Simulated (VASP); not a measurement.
Input of a VASP 6.6.1 run:

POSCAR

```
TaN
1.0
    3.0500020400      0.0000000000      0.0000000000
   -1.5250010200      2.6413792500      0.0000000000
    0.0000000000      0.0000000000      4.9400015300
Ta N
2 2
Direct
    0.3333333333      0.6666666667      0.0000000000
    0.6666666667      0.3333333333      0.5000000000
    0.3333333333      0.6666666667      0.3850000000
    0.6666666667      0.3333333333      0.8850000000
```

File INCAR.step1:

```
PREC     = Accurate       # precision mode
ENCUT    = 600            # plane-wave cutoff, eV
ISMEAR   = -1             # smearing method
SIGMA    = 0.05           # smearing width, eV
LREAL    = False          # projectors in reciprocal space
LASPH    = True           # aspherical terms in the spheres
NELM     = 150            # most SCF steps
LMAXMIX  = 4              # l up to which the mixer works
LDAU     = True           # DFT+U
LDAUTYPE = 2            
LDAUL    = 2 -1           # shell
LDAUU    = 2 0            # U, eV
LDAUJ    = 0 0          
GGA      = PE             # functional
ALGO     = Normal         # electronic algorithm
EDIFF    = 1E-4           # SCF threshold, eV
LWAVE    = True           # write WAVECAR
LCHARG   = False          # write CHGCAR
```

File INCAR.step2:

```
PREC     = Accurate       # precision mode
ENCUT    = 600            # plane-wave cutoff, eV
EDIFF    = 1E-6           # SCF threshold, eV
ISMEAR   = -1             # smearing method
SIGMA    = 0.05           # smearing width, eV
LREAL    = False          # projectors in reciprocal space
LASPH    = True           # aspherical terms in the spheres
NELM     = 150            # most SCF steps
ALGO     = Normal         # electronic algorithm
ISIF     = 3              # what is computed and relaxed
LWAVE    = False          # write WAVECAR
LCHARG   = False          # write CHGCAR
LMAXMIX  = 4              # l up to which the mixer works
LDAU     = True           # DFT+U
LDAUTYPE = 2            
LDAUL    = 2 -1           # shell
LDAUU    = 2 0            # U, eV
LDAUJ    = 0 0          
LDAUPRINT= 1            
METAGGA  = R2SCAN         # meta-GGA
LMIXTAU  = True         
IBRION   = 2              # ionic algorithm
NSW      = 60             # ionic steps
EDIFFG   = -0.01          # ionic threshold
ISTART   = 1
```

KPOINTS

```
regular mesh
0
Gamma
  10 10 6
```

Potentials or basis: VASP PAW PBE potentials, release 64 (Ta_pv, N).

Run with:

```sh
$ cat potpaw_PBE.64/Ta_pv/POTCAR potpaw_PBE.64/N/POTCAR > POTCAR
$ cp INCAR.step1 INCAR
$ mpirun -np 1 vasp_std > vasp.out
$ cp INCAR.step2 INCAR
$ mpirun -np 1 vasp_std > vasp.out
```

(1) Predict the band gap on the k mesh.

(2) Predict the space group after relaxing (to 0.1 Å).

## Answers

(1) zero (bands 16 and 17 overlap by 0.01 eV).

(2) P6_3mc (No. 186).

Caveat: spin-orbit coupling is left out, which moves the levels of the heavy elements; U without spin polarisation on a metal has little footing.
